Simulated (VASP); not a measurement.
# LiF in VASP: a series of runs

Aim: see how the results for LiF move with the level of theory and the settings. Levels: r2SCAN, PBEsol. Tasks: single point.

Everything below comes from runs of VASP 6.6.1. Logs are shortened: lines on timing, memory, paths and dates and some standing lists are left out, and cuts for length are marked.

### 1 The cell of the first run

The cell holds a slab with vacuum, 16 atoms: a = 2.834 Å, b = 2.834 Å, c = 27.027 Å, α = 90.00°, β = 90.00°, γ = 90.00°.

### 2 Single point, r2SCAN

File POSCAR:

```
LiF
1.0
    2.0037960000      2.0037960000      0.0000000000
   -2.0037960000      2.0037960000      0.0000000000
    0.0000000000      0.0000000000     27.0265730000
F Li
8 8
Direct
    0.5030300000      0.5029780000      0.2398590000
    0.5030610000      0.5034310000      0.3888370000
    0.5028930000      0.5034760000      0.5370570000
    0.5025390000      0.5037740000      0.6851920000
    0.0031700000      0.0030760000      0.3148170000
    0.0030510000      0.0034320000      0.4630210000
    0.0026010000      0.0035200000      0.6112110000
    0.0022950000      0.0039290000      0.7601590000
    0.0032650000      0.0024500000      0.2422220000
    0.0029760000      0.0024250000      0.3889340000
    0.0024950000      0.0032190000      0.5371120000
    0.0024700000      0.0040880000      0.6856610000
    0.5031890000      0.5024430000      0.3143780000
    0.5028040000      0.5030260000      0.4630310000
    0.5025450000      0.5036910000      0.6111420000
    0.5024440000      0.5042850000      0.7577980000
```

File INCAR.step1:

```
SYSTEM = LiF
ALGO = Normal
EDIFF = 1E-4
ENCUT = 520
GGA = PE
ISMEAR = -1
LASPH = .True.
LCHARG = .False.
LREAL = Auto
LWAVE = .True.
NBANDS = 54
NELM = 60
PREC = Accurate
SIGMA = 0.05
```

File INCAR.step2:

```
SYSTEM = LiF
ALGO = Normal
EDIFF = 1E-6
ENCUT = 520
ISIF = 2
ISMEAR = -1
ISTART = 1
LASPH = .True.
LCHARG = .True.
LELF = .True.
LMIXTAU = .True.
LREAL = Auto
LVHAR = .True.
LWAVE = .False.
METAGGA = R2SCAN
NBANDS = 54
NELM = 60
PREC = Accurate
SIGMA = 0.05
```

File KPOINTS:

```
k-points
0
Gamma
  4 4 1
  0 0 0
```

Potentials or basis: VASP PAW PBE potentials, release 64 (F, Li_sv).

Command:

```bash
cat potpaw_PBE.64/F/POTCAR potpaw_PBE.64/Li_sv/POTCAR > POTCAR
cp INCAR.step1 INCAR
mpirun -np 1 vasp_std > vasp.out
cp INCAR.step2 INCAR
mpirun -np 1 vasp_std > vasp.out
```

OUTCAR:

```text
SYSTEM = LiF
   EDIFF = 1E-6
   ENCUT = 520
   ISIF = 2
   ISMEAR = -1
   ISTART = 1
   LASPH = .True.
   LREAL = Auto
   METAGGA = R2SCAN
   NELM = 60
   PREC = Accurate

 ion  position               nearest neighbor table
   1  0.503  0.503  0.240-   9 2.00   9 2.00   9 2.01   9 2.01  13 2.01
   2  0.503  0.503  0.389-  10 2.00  10 2.00  14 2.01  10 2.01  10 2.01  13 2.01
   3  0.503  0.503  0.537-  14 2.00  15 2.00  11 2.00  11 2.00  11 2.00  11 2.01
   4  0.503  0.504  0.685-  16 1.96  15 2.00  12 2.00  12 2.00  12 2.00  12 2.00
   5  0.003  0.003  0.315-   9 1.96  13 2.00  13 2.00  10 2.00  13 2.01  13 2.01
   6  0.003  0.003  0.463-  10 2.00  11 2.00  14 2.00  14 2.00  14 2.00  14 2.01
   7  0.003  0.004  0.611-  11 2.00  15 2.00  15 2.00  15 2.00  15 2.00  12 2.01
   8  0.002  0.004  0.760-  16 2.00  16 2.00  16 2.01  16 2.01  12 2.01
   9  0.003  0.002  0.242-   5 1.96   1 2.00   1 2.00   1 2.01   1 2.01
  10  0.003  0.002  0.389-   2 2.00   2 2.00   6 2.00   5 2.00   2 2.01   2 2.01
  11  0.002  0.003  0.537-   6 2.00   3 2.00   7 2.00   3 2.00   3 2.00   3 2.01
  12  0.002  0.004  0.686-   4 2.00   4 2.00   4 2.00   4 2.00   7 2.01   8 2.01
  13  0.503  0.502  0.314-   5 2.00   5 2.00   5 2.01   5 2.01   2 2.01   1 2.01
  14  0.503  0.503  0.463-   3 2.00   6 2.00   6 2.00   6 2.00   6 2.01   2 2.01
  15  0.503  0.504  0.611-   4 2.00   3 2.00   7 2.00   7 2.00   7 2.00   7 2.00
  16  0.502  0.504  0.758-   4 1.96   8 2.00   8 2.00   8 2.01   8 2.01

  LATTYP: Found a simple tetragonal cell.
 ALAT       =     2.8337954794
 C/A-ratio  =     9.5372348485

  Lattice vectors:

 A1 = (   2.0037960000,   2.0037960000,   0.0000000000)
 A2 = (  -2.0037960000,   2.0037960000,   0.0000000000)
 A3 = (   0.0000000000,   0.0000000000,  27.0265730000)

Analysis of symmetry for initial positions (statically):
=====================================================================
 Subroutine PRICEL returns:
 Original cell was already a primitive cell.

 Routine SETGRP: Setting up the symmetry group for a
 simple tetragonal supercell.

 Subroutine GETGRP returns: Found  1 space group operations
 (whereof  1 operations were pure point group operations)
 out of a pool of 16 trial point group operations.

The static configuration has the point symmetry C_1 .

Analysis of symmetry for dynamics (positions and initial velocities):
=====================================================================
 Subroutine PRICEL returns:
 Original cell was already a primitive cell.

 Routine SETGRP: Setting up the symmetry group for a
 simple tetragonal supercell.

 Subroutine GETGRP returns: Found  1 space group operations
 (whereof  1 operations were pure point group operations)
 out of a pool of 16 trial point group operations.

The dynamic configuration has the point symmetry C_1 .

 Subroutine INISYM returns: Found  1 space group operations
 (whereof  1 operations are pure point group operations),
 and found     1 'primitive' translations

----------------------------------------------------------------------------------------

                                     Primitive cell

  volume of cell :     217.0341

  direct lattice vectors                    reciprocal lattice vectors
     2.003796000  2.003796000  0.000000000     0.249526399  0.249526399  0.000000000
    -2.003796000  2.003796000  0.000000000    -0.249526399  0.249526399  0.000000000
     0.000000000  0.000000000 27.026573000     0.000000000  0.000000000  0.037000622

  length of vectors
     2.833795479  2.833795479 27.026573000     0.352883617  0.352883617  0.037000622

  position of ions in fractional coordinates (direct lattice)
     0.503030000  0.502978000  0.239859000
     0.503061000  0.503431000  0.388837000
     0.502893000  0.503476000  0.537057000
     0.502539000  0.503774000  0.685192000
     0.003170000  0.003076000  0.314817000
     0.003051000  0.003432000  0.463021000
[... 8 lines left out ...]
     0.502545000  0.503691000  0.611142000
     0.502444000  0.504285000  0.757798000

  ion indices of the primitive-cell ions
   primitive index   ion index
                 1           1
                 2           2
                 3           3
                 4           4
                 5           5
                 6           6
[... 8 lines left out ...]
                15          15
                16          16

----------------------------------------------------------------------------------------

 KPOINTS: k-points

Automatic generation of k-mesh.
 Grid dimensions read from file:
 generate k-points for:    4    4    1

 Generating k-lattice:

  Cartesian coordinates                     Fractional coordinates (reciprocal lattice)
     0.062381600  0.062381600  0.000000000     0.250000000  0.000000000  0.000000000
    -0.062381600  0.062381600  0.000000000     0.000000000  0.250000000  0.000000000
     0.000000000  0.000000000  0.037000622     0.000000000  0.000000000  1.000000000

  Length of vectors
     0.088220904  0.088220904  0.037000622

  Shift w.r.t. Gamma in fractional coordinates (k-lattice)
     0.000000000  0.000000000  0.000000000

 Subroutine IBZKPT returns following result:
 ===========================================

 Found     10 irreducible k-points:

 Following reciprocal coordinates:
            Coordinates               Weight
  0.000000  0.000000  0.000000      1.000000
  0.250000  0.000000  0.000000      2.000000
  0.000000  0.250000  0.000000      2.000000
  0.500000  0.000000  0.000000      1.000000
  0.000000  0.500000  0.000000      1.000000
  0.250000  0.250000  0.000000      2.000000
 -0.250000  0.250000  0.000000      2.000000
  0.500000  0.250000  0.000000      2.000000
 -0.250000  0.500000  0.000000      2.000000
  0.500000  0.500000  0.000000      1.000000
   k-points           NKPTS =     10   k-points in BZ     NKDIM =     10   number of bands    NBANDS=     54
   number of dos      NEDOS =    301   number of ions     NIONS =     16
   total plane-waves  NPLWV = 120960
   dimension x,y,z NGX =    24 NGY =   24 NGZ =  210
   dimension x,y,z NGXF=    48 NGYF=   48 NGZF=  420
   ions per type =               8   8
   NGX,Y,Z   is equivalent  to a cutoff of  14.08, 14.08, 12.92 a.u.
   NGXF,Y,Z  is equivalent  to a cutoff of  28.16, 28.16, 25.84 a.u.
 SYSTEM =  LiF
   PREC   = accura    normal or accurate (medium, high low for compatibility)
   ISTART =      1    job   : 0-new  1-cont  2-samecut
   ICHARG =      0    charge: 1-file 2-atom 10-const
   ISPIN  =      1    spin polarized calculation?
   LNONCOLLINEAR =      F non collinear calculations
   LSORBIT =      F    spin-orbit coupling
   LASPH  =      T    aspherical Exc in radial PAW
   ENCUT  =  520.0 eV  38.22 Ry    6.18 a.u.   5.27  5.27 50.25*2*pi/ulx,y,z
   NELM   =     60;   NELMIN=  2; NELMDL=  0     # of ELM steps
   EDIFF  = 0.1E-05   stopping-criterion for ELM
   LREAL  =      T    real-space projection
   EDIFFG = 0.1E-04   stopping-criterion for IOM
   NSW    =      0    number of steps for IOM
   IBRION =     -1    ionic relax: 0-MD 1-quasi-New 2-CG
   NFREE  =      0    steps in history (QN), initial steepest desc. (CG)
   ISIF   =      2    stress and relaxation
   ISYM   =      2    0-nonsym 1-usesym 2-fastsym
   POTIM  = 0.5000    time-step for ionic-motion
   TEBEG  =    0.0;   TEEND  =   0.0 temperature during run
   PSTRESS=    0.0 pullay stress
   NELECT =      80.0000    total number of electrons
   NUPDOWN=      -1.0000    fix difference up-down
   EMIN   =  10.00;   EMAX   =-10.00  energy-range for DOS
   EFERMI =   0.00;   METHOD = LEGACY
   ISMEAR =    -1;   SIGMA  =   0.05  broadening in eV -4-tet -1-fermi 0-gaus
   EFERMI_NEDOS =   21; number of points for ismear=-14 and -15
   IALGO  =     38    algorithm
   IMIX   =      4    mixing-type and parameters
     AMIX     =   0.40;   BMIX     =  1.00
     AMIX_MAG =   1.60;   BMIX_MAG =  1.00
  volume/ion in A,a.u.               =      13.56        91.54
  Fermi-wavevector in a.u.,A,eV,Ry     =   1.173804  2.218167 18.746315  1.377815
  Thomas-Fermi vector in A             =   2.310211
   LORBIT       =      0    0 simple, 1 ext, 2 COOP (PROOUT), +10 PAW based schemes
   METAGGA = R2SCAN    functional components
   LHFCALC =     F    Hartree Fock is set to
   AEXX    =    0.0000 exact exchange contribution
   IVDW    =     0    specifies the selected vdW correction
   LEPSILON=     F    determine dielectric tensor
   LRPA    =     F    only Hartree local field effects (RPA)
 non-spin polarized calculation
  energy-cutoff  :      520.00
  volume of cell :      217.03
 maximum number of plane-waves:      5885
 NGX is ok and might be reduce to    24
   NGX = 11   NGY = 11   NGZ =101

 number of electron      80.0000013 magnetization

 Free energy of the ion-electron system (eV)
  ---------------------------------------------------
  ext. energy  EPLUGINS =         0.00000000
  ---------------------------------------------------
  free energy    TOTEN  =       -94.75203249 eV

  energy without entropy =      -94.75203249  energy(sigma->0) =      -94.75203249

 E-fermi :  -2.8743     XC(G=0):  -6.6101

 val. band max:       -4.1339602778   @ k =   0.5000   0.0000   0.0000
 cond. band min:       3.5842582782   @ k =   0.0000   0.0000   0.0000
 fundamental gap:      7.7182185560
 Fermi energy:        -2.8742749371

 k-point     1 :       0.0000    0.0000    0.0000
  band No.  band energies     occupation
      1     -46.4353      2.00000
      2     -46.4109      2.00000
      3     -46.3245      2.00000
      4     -46.3106      2.00000
      5     -46.2964      2.00000
      6     -46.2808      2.00000
[... 44 lines left out ...]
     51      10.0785      0.00000
     52      11.0737      0.00000

 k-point     2 :       0.2500    0.0000    0.0000
  band No.  band energies     occupation
      1     -46.4231      2.00000
      2     -46.3987      2.00000
      3     -46.3062      2.00000
      4     -46.2942      2.00000
      5     -46.2832      2.00000
      6     -46.2727      2.00000
[... 432 lines left out ...]
 k-point    10 :       0.5000    0.5000    0.0000
  band No.  band energies     occupation
      1     -46.3951      2.00000
      2     -46.3707      2.00000
      3     -46.2703      2.00000
      4     -46.2535      2.00000
      5     -46.2513      2.00000
      6     -46.2474      2.00000
[... 44 lines left out ...]
     51      12.1674      0.00000
     52      12.1681      0.00000
 [bands above 52 left out]

------------------------ aborting loop because EDIFF is reached ----------------------------------------

  FORCE on cell =-STRESS in cart. coord.  units (eV):
  Direction    XX          YY          ZZ          XY          YZ          ZX
  --------------------------------------------------------------------------------------
  -------------------------------------------------------------------------------------
  Total       -2.9039873     -2.7369420     -1.2654361     -0.0026545     -0.0009664      0.0151188
  in kB      -21.4376563    -20.2045036     -9.3416335     -0.0195956     -0.0071339      0.1116094
  external PRESSURE =     -16.9945978 kB  Pullay stress =       0.0000000 kB

 VOLUME and BASIS-vectors are now :
 -----------------------------------------------------------------------------
  energy-cutoff  :      520.00
  volume of cell :      217.03
      direct lattice vectors                 reciprocal lattice vectors
     2.003796000  2.003796000  0.000000000     0.249526399  0.249526399  0.000000000
    -2.003796000  2.003796000  0.000000000    -0.249526399  0.249526399  0.000000000
     0.000000000  0.000000000 27.026573000     0.000000000  0.000000000  0.037000622

 POSITION                                       TOTAL-FORCE (eV/Angst)
 -----------------------------------------------------------------------------------
      0.00010      2.01583      6.48257         0.004565     -0.024444      0.067246
     -0.00074      2.01680     10.50893         0.005168     -0.029202     -0.009413
     -0.00117      2.01656     14.51481        -0.001153     -0.027218      0.010421
     -0.00247      2.01645     18.51839         0.000924     -0.026472      0.009904
      0.00019      0.01252      8.50842         0.002022     -0.031744     -0.003157
     -0.00076      0.01299     12.51387         0.000657     -0.027247      0.000855
[... 8 lines left out ...]
     -0.00230      2.01629     16.51707        -0.001281      0.012952     -0.044405
     -0.00369      2.01728     20.48068        -0.009339      0.026158     -0.011303
 -----------------------------------------------------------------------------------
    total drift:                               -0.017011      0.423874     -0.007076

  FREE ENERGIE OF THE ION-ELECTRON SYSTEM (eV)
  ---------------------------------------------------
  free  energy   TOTEN  =       -94.7520324858 eV

  energy  without entropy=      -94.7520324858  energy(sigma->0) =      -94.75203249
```

Run time: 23 min. Hardware: 1 thread of Intel Xeon 8259CL, shared host; peak memory 0.38 GiB.

Results:

| Item | Value |
| --- | --- |
| Free energy | -94.7520 eV |
| Largest force | 0.072 eV/Å |
| Band gap on the k mesh | 7.72 eV (least direct gap 7.83 eV) |

Forces on the atoms (eV/Å):
```
F    0.005 -0.024  0.067
F    0.005 -0.029 -0.009
F   -0.001 -0.027  0.010
F    0.001 -0.026  0.010
F    0.002 -0.032 -0.003
F    0.001 -0.027  0.001
F    0.000 -0.025  0.014
F    0.000 -0.021 -0.068
Li   0.006  0.029  0.018
Li  -0.001  0.028  0.027
Li  -0.003  0.037 -0.022
Li   0.001  0.028 -0.022
Li  -0.003  0.009  0.031
Li  -0.001  0.043  0.001
Li  -0.001  0.013 -0.044
Li  -0.009  0.026 -0.011
```

Levels at points of the mesh, in eV from the valence-band top:
| k point | band 37 | band 38 | band 39 | band 40 | band 41 | band 42 | band 43 | band 44 |
| --- | --- | --- | --- | --- | --- | --- | --- | --- |
| (0.00, 0.00, 0.00) | -0.14 | -0.14 | -0.11 | -0.11 | 7.72 | 7.86 | 8.97 | 10.26 |
| (0.50, 0.00, 0.00) | -0.38 | -0.36 | -0.02 | 0.00 | 11.52 | 11.54 | 11.81 | 11.82 |
| (0.00, 0.50, 0.00) | -0.38 | -0.36 | -0.02 | 0.00 | 11.52 | 11.54 | 11.81 | 11.82 |
| (0.50, 0.50, 0.00) | -1.00 | -1.00 | -0.42 | -0.40 | 15.47 | 15.49 | 16.02 | 16.02 |

Caveat: the k points lie up to 0.55 Å⁻¹ apart; the cutoff is under 1.25 times the usual one of these potentials, so pressure, stress and relaxed cells hold a basis-set (Pulay) error; the PAW data sets were made with another functional, which shifts forces and pressure a little.

### 3 Single point, PBEsol

File INCAR:

```
PREC     = Accurate       # precision mode
ENCUT    = 520            # plane-wave cutoff, eV
EDIFF    = 1E-6           # SCF threshold, eV
ISMEAR   = -1             # smearing method
SIGMA    = 0.05           # smearing width, eV
LREAL    = Auto         
LASPH    = T              # aspherical terms in the spheres
NELM     = 60             # most SCF steps
ALGO     = Normal         # electronic algorithm
ISIF     = 2              # what is computed and relaxed
LWAVE    = F              # write WAVECAR
LCHARG   = F              # write CHGCAR
GGA      = PS             # functional
NBANDS   = 54             # bands
```

File KPOINTS:

```
regular mesh
0
Gamma
  6 6 1
```

POSCAR is that of step 2.

Potentials or basis: VASP PAW PBE potentials, release 64 (F, Li_sv).

Command:

```bash
cat potpaw_PBE.64/F/POTCAR potpaw_PBE.64/Li_sv/POTCAR > POTCAR
mpirun -np 1 vasp_std > vasp.out
```

It took 14 min on 1 thread of Intel Xeon 8259CL, shared host; peak memory 0.41 GiB.

Results (log left out):

```yaml
Free_energy: -78.4635 eV
Largest_force: 0.014 eV/Å
Band_gap_on_the_k_mesh: 6.94 eV (least direct gap 7.05 eV)
```

Forces in eV/Å, atoms in the order of the input:
```
F    0.003  0.000 -0.002
F    0.004 -0.003 -0.004
F   -0.001 -0.002  0.010
F   -0.001 -0.001  0.005
F    0.001 -0.004  0.001
F    0.000 -0.002 -0.001
F   -0.001  0.002  0.009
F    0.000  0.003  0.001
Li  -0.003  0.000 -0.011
Li  -0.003  0.003  0.000
Li   0.001  0.001 -0.001
Li   0.001  0.000 -0.002
Li  -0.002  0.004  0.000
Li   0.000  0.002 -0.014
Li   0.001 -0.001 -0.003
Li   0.002 -0.002  0.011
```

Levels at points of the mesh, in eV from the valence-band top:
```csv
k point,band 37,band 38,band 39,band 40,band 41,band 42,band 43,band 44
"(0.00, 0.00, 0.00)",-0.14,-0.14,-0.11,-0.11,6.94,7.04,8.28,9.11
"(0.50, 0.00, 0.00)",-0.36,-0.35,-0.02,0.00,10.49,10.51,10.67,10.67
"(0.00, 0.50, 0.00)",-0.36,-0.35,-0.02,0.00,10.49,10.51,10.67,10.67
"(0.50, 0.50, 0.00)",-1.00,-1.00,-0.43,-0.40,14.54,14.56,14.61,14.61
```

Caveat: the cutoff is under 1.25 times the usual one of these potentials, so pressure, stress and relaxed cells hold a basis-set (Pulay) error; the PAW data sets were made with another functional, which shifts forces and pressure a little.
